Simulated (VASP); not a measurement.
# SiC (F-43m) in VASP: notebook, part 2 of 3

VASP 6.6.1. Earlier steps stand in the parts before.

**3. Single point, PBE+D3(BJ) (10.59 Å³/atom)**

This run uses another cell than the first one, of 10.59 Å³/atom.

Input file INCAR:

```
SYSTEM = SiC
ALGO = Normal
EDIFF = 1E-6
ENCUT = 600
GGA = PE
GGA_COMPAT = .FALSE.
ISIF = 2
ISMEAR = 0
IVDW = 12
LASPH = .TRUE.
LCHARG = .FALSE.
LREAL = .FALSE.
LWAVE = .FALSE.
NBANDS = 11
NELM = 120
PREC = Accurate
SIGMA = 0.02
```

Input file KPOINTS:

```
k-points
0
G
  10 10 10
  0 0 0
```

Input file POSCAR:

```
SiC
1.0
    0.0000000000      2.1959374700      2.1959374700
    2.1959374700      0.0000000000      2.1959374700
    2.1959374700      2.1959374700      0.0000000000
Si C
1 1
Direct
    0.0000000000      0.0000000000      0.0000000000
    0.2500000000      0.2500000000      0.2500000000
```

Potentials or basis: VASP PAW PBE potentials, release 64 (Si, C).

Command:

```
> cat potpaw_PBE.64/Si/POTCAR potpaw_PBE.64/C/POTCAR > POTCAR
> mpirun -np 1 vasp_std > vasp.out
```

OUTCAR:

```text
SYSTEM = SiC
   EDIFF = 1E-6
   ENCUT = 600
   GGA = PE
   ISIF = 2
   ISMEAR = 0
   IVDW = 12
   LASPH = .TRUE.
   LREAL = .FALSE.
   NELM = 120
   PREC = Accurate
 IVDW          = 12

 ion  position               nearest neighbor table
   1  0.000  0.000  0.000-   2 1.90   2 1.90   2 1.90   2 1.90
   2  0.250  0.250  0.250-   1 1.90   1 1.90   1 1.90   1 1.90

  LATTYP: Found a face centered cubic cell.
 ALAT       =     4.3918749400

  Lattice vectors:

 A1 = (   0.0000000000,   2.1959374700,   2.1959374700)
 A2 = (   2.1959374700,   0.0000000000,   2.1959374700)
 A3 = (   2.1959374700,   2.1959374700,   0.0000000000)

Analysis of symmetry for initial positions (statically):
=====================================================================
 Subroutine PRICEL returns:
 Original cell was already a primitive cell.

 Routine SETGRP: Setting up the symmetry group for a
 face centered cubic supercell.

 Subroutine GETGRP returns: Found 24 space group operations
 (whereof 24 operations were pure point group operations)
 out of a pool of 48 trial point group operations.

The static configuration has the point symmetry T_d .

Analysis of symmetry for dynamics (positions and initial velocities):
=====================================================================
 Subroutine PRICEL returns:
 Original cell was already a primitive cell.

 Routine SETGRP: Setting up the symmetry group for a
 face centered cubic supercell.

 Subroutine GETGRP returns: Found 24 space group operations
 (whereof 24 operations were pure point group operations)
 out of a pool of 48 trial point group operations.

The dynamic configuration has the point symmetry T_d .

 Subroutine INISYM returns: Found 24 space group operations
 (whereof 24 operations are pure point group operations),
 and found     1 'primitive' translations

----------------------------------------------------------------------------------------

[... 119 lines left out ...]
   AEXX    =    0.0000 exact exchange contribution
   IVDW    =    12    specifies the selected vdW correction
   LEPSILON=     F    determine dielectric tensor
   LRPA    =     F    only Hartree local field effects (RPA)
 non-spin polarized calculation
 Gauss-broadening in eV      SIGMA  =   0.02
  energy-cutoff  :      600.00
  volume of cell :       21.18
 maximum number of plane-waves:       725
 NGX is ok and might be reduce to    28
   NGX = 13   NGY = 13   NGZ = 13

 number of electron       8.0000000 magnetization

 Free energy of the ion-electron system (eV)
  ---------------------------------------------------
  ext. energy  EPLUGINS =         0.00000000
  ---------------------------------------------------
  free energy    TOTEN  =       -15.06120389 eV

  energy without entropy =      -15.06120389  energy(sigma->0) =      -15.06120389

 E-fermi :   8.0449     XC(G=0): -11.2550

 val. band max:        7.8477202648   @ k =   0.0000   0.0000   0.0000
 cond. band min:       9.2262057317   @ k =   0.5000   0.5000   0.0000
 fundamental gap:      1.3784854669
 Fermi energy:         8.0449430807

 k-point     1 :       0.0000    0.0000    0.0000
  band No.  band energies     occupation
      1      -7.3743      2.00000
      2       7.8477      2.00000
      3       7.8477      2.00000
      4       7.8477      2.00000
      5      13.8094      0.00000
      6      14.9962      0.00000
      7      14.9962      0.00000
      8      14.9962      0.00000
      9      22.2202      0.00000
     10      22.2202      0.00000
     11      23.9709      0.00000
[... 309 lines left out ...]
 k-point    24 :       0.4000    0.3000    0.0000
  band No.  band energies     occupation
      1      -4.2945      2.00000
      2       2.2934      2.00000
      3       4.7431      2.00000
      4       5.2597      2.00000
      5      10.7001      0.00000
      6      13.3764      0.00000
      7      19.2221      0.00000
      8      19.5606      0.00000
      9      21.3450      0.00000
     10      25.7124      0.00000
     11      28.7453      0.00000

 [... further k-points ...]

------------------------ aborting loop because EDIFF is reached ----------------------------------------

 Edisp (eV)   -0.58839

 E8    (eV) :    -0.2212

  FORCE on cell =-STRESS in cart. coord.  units (eV):
  Direction    XX          YY          ZZ          XY          YZ          ZX
  --------------------------------------------------------------------------------------
  -------------------------------------------------------------------------------------
  Total      -0.84137    -0.84137    -0.84137     0.00000     0.00000     0.00000
  in kB     -63.65100   -63.65100   -63.65100     0.00000     0.00000     0.00000
  external pressure =      -63.65 kB  Pullay stress =        0.00 kB

 VOLUME and BASIS-vectors are now :
 -----------------------------------------------------------------------------
  energy-cutoff  :      600.00
  volume of cell :       21.18
      direct lattice vectors                 reciprocal lattice vectors
     0.000000000  2.195937470  2.195937470    -0.227693187  0.227693187  0.227693187
     2.195937470  0.000000000  2.195937470     0.227693187 -0.227693187  0.227693187
     2.195937470  2.195937470  0.000000000     0.227693187  0.227693187 -0.227693187

 POSITION                                       TOTAL-FORCE (eV/Angst)
 -----------------------------------------------------------------------------------
      0.00000      0.00000      0.00000        -0.000000     -0.000000     -0.000000
      1.09797      1.09797      1.09797         0.000000      0.000000      0.000000
 -----------------------------------------------------------------------------------
    total drift:                               -0.000000     -0.000000     -0.000000

  FREE ENERGIE OF THE ION-ELECTRON SYSTEM (eV)
  ---------------------------------------------------
  free  energy   TOTEN  =       -15.6495977853 eV

  energy  without entropy=      -15.6495977853  energy(sigma->0) =      -15.64959779
```

OSZICAR:

```text
N       E                     dE             d eps       ncg     rms          rms(c)
DAV:   1     0.628378543122E+01    0.62838E+01   -0.42284E+03  1058   0.694E+02
DAV:   2    -0.161380149428E+02   -0.22422E+02   -0.21588E+02  1312   0.116E+02
DAV:   3    -0.168489944896E+02   -0.71098E+00   -0.70997E+00  1293   0.176E+01
DAV:   4    -0.168517365278E+02   -0.27420E-02   -0.27419E-02  1183   0.138E+00
DAV:   5    -0.168517494649E+02   -0.12937E-04   -0.12937E-04  1276   0.879E-02    0.857E+00
DAV:   6    -0.151111727331E+02    0.17406E+01   -0.64532E+00  1145   0.113E+01    0.377E+00
DAV:   7    -0.150685897028E+02    0.42583E-01   -0.35679E-01  1229   0.344E+00    0.173E+00
DAV:   8    -0.150609843797E+02    0.76053E-02   -0.19972E-02  1175   0.944E-01    0.172E-01
DAV:   9    -0.150610860542E+02   -0.10167E-03   -0.16991E-03  1292   0.233E-01    0.112E-01
DAV:  10    -0.150612010195E+02   -0.11497E-03   -0.25500E-04  1160   0.961E-02    0.266E-02
DAV:  11    -0.150612034631E+02   -0.24437E-05   -0.46635E-05  1250   0.351E-02    0.705E-03
DAV:  12    -0.150612038948E+02   -0.43168E-06   -0.21803E-06  1075   0.885E-03
   1 F= -.15649598E+02 E0= -.15649598E+02  d E =-.198515E-46
```

Wall time 12 s (1 thread of Intel Xeon Platinum 8259CL at 2.50GHz (Skylake/Cascade Lake), shared host); peak memory 0.16 GiB.

Results:

* Free energy: -15.6496 eV
* Pressure: -6.4 GPa
* Band gap on the k mesh: 1.38 eV (least direct gap 4.52 eV)
* Dispersion energy per atom: -0.294 eV

Caveat: the cell stands under tension. A hybrid or GW would open this gap; PBE tends to underestimate it.

**4. Single point, PBE+D3(BJ) (10.90 Å³/atom)**

This run uses another cell than the first one, of 10.90 Å³/atom.

Input file INCAR:

```
SYSTEM = SiC
PREC = Accurate ; ENCUT = 600
EDIFF = 1E-6 ; ISMEAR = 0
SIGMA = 0.02 ; LREAL = .False.
LASPH = .True. ; NELM = 120
ALGO = Normal ; ISIF = 2
LWAVE = .False. ; LCHARG = .False.
GGA = PE ; IVDW = 12
NBANDS = 11 ; GGA_COMPAT = .False.
```

Input file KPOINTS:

```
Automatic mesh
0
Gamma
  10 10 10
  0 0 0
```

Input file POSCAR:

```
SiC
1.0
    0.0000000000      2.2170535487      2.2170535487
    2.2170535487      0.0000000000      2.2170535487
    2.2170535487      2.2170535487      0.0000000000
Si C
1 1
Direct
    0.0000000000      0.0000000000      0.0000000000
    0.2500000000      0.2500000000      0.2500000000
```

Command:

```
> cat potpaw_PBE.64/Si/POTCAR potpaw_PBE.64/C/POTCAR > POTCAR
> mpirun -np 1 vasp_std > vasp.out
```

Wall time 12 s (1 thread of Intel Xeon Platinum 8259CL at 2.50GHz (Skylake/Cascade Lake), shared host); peak memory 0.16 GiB.

It converged, with:

```
Free energy                : -15.6152 eV
Pressure                   : -11.7 GPa
Band gap on the k mesh     : 1.40 eV (least direct gap 4.49 eV)
Dispersion energy per atom : -0.286 eV
```

Levels at points of the mesh, in eV from the valence-band top:
```tsv
k point	band 1	band 2	band 3	band 4	band 5	band 6	band 7	band 8	band 9
(0.00, 0.00, 0.00)	-15.00	0.00	0.00	0.00	5.63	6.96	6.96	6.96	14.21
(0.50, 0.00, 0.00)	-11.62	-8.25	-1.04	-1.04	4.97	7.02	7.02	9.77	15.59
(0.50, 0.50, 0.00)	-10.23	-7.63	-3.08	-3.08	1.40	4.15	13.43	13.43	14.11
```

Caveat: the cell stands under tension. A hybrid or GW would open this gap; PBE tends to underestimate it.

**5. Single point, PBE+D3(BJ) (11.21 Å³/atom)**

This run uses another cell than the first one, of 11.21 Å³/atom.

Input file INCAR:

```
SYSTEM = SiC
ALGO = Normal ; EDIFF = 1E-6
ENCUT = 600 ; GGA = PE
GGA_COMPAT = .FALSE. ; ISIF = 2
ISMEAR = 0 ; IVDW = 12
LASPH = .TRUE. ; LCHARG = .TRUE.
LELF = .TRUE. ; LREAL = .FALSE.
LVHAR = .TRUE. ; LWAVE = .FALSE.
NBANDS = 11 ; NELM = 120
PREC = Accurate ; SIGMA = 0.02
```

Input file KPOINTS:

```
k-points
0
G
  10 10 10
  0 0 0
```

Input file POSCAR:

```
SiC
1.0
    0.0000000000      2.2377748764      2.2377748764
    2.2377748764      0.0000000000      2.2377748764
    2.2377748764      2.2377748764      0.0000000000
Si C
1 1
Direct
    0.0000000000      0.0000000000      0.0000000000
    0.2500000000      0.2500000000      0.2500000000
```

Command:

```
> cat potpaw_PBE.64/Si/POTCAR potpaw_PBE.64/C/POTCAR > POTCAR
> mpirun -np 1 vasp_std > vasp.out
```

Run time: 13 s. Hardware: 1 thread of Intel Xeon Platinum 8259CL at 2.50GHz (Skylake/Cascade Lake), shared host; peak memory 0.16 GiB.

It converged, with:

```yaml
Free_energy: -15.5618 eV
Pressure: -16.2 GPa
Band_gap_on_the_k_mesh: 1.43 eV (least direct gap 4.46 eV)
Dispersion_energy_per_atom: -0.278 eV
```

Levels at points of the mesh, in eV from the valence-band top:
```csv
k point,band 1,band 2,band 3,band 4,band 5,band 6,band 7,band 8
"(0.00, 0.00, 0.00)",-14.79,0.00,0.00,0.00,5.30,6.77,6.77,6.77
"(0.50, 0.00, 0.00)",-11.51,-8.11,-1.03,-1.03,4.73,6.91,6.91,9.61
"(0.50, 0.50, 0.00)",-10.14,-7.55,-3.03,-3.03,1.43,4.05,13.12,13.12
```

Caveat: the cell stands under tension. A k mesh can miss the band edges.

[end of part 2 of 3]
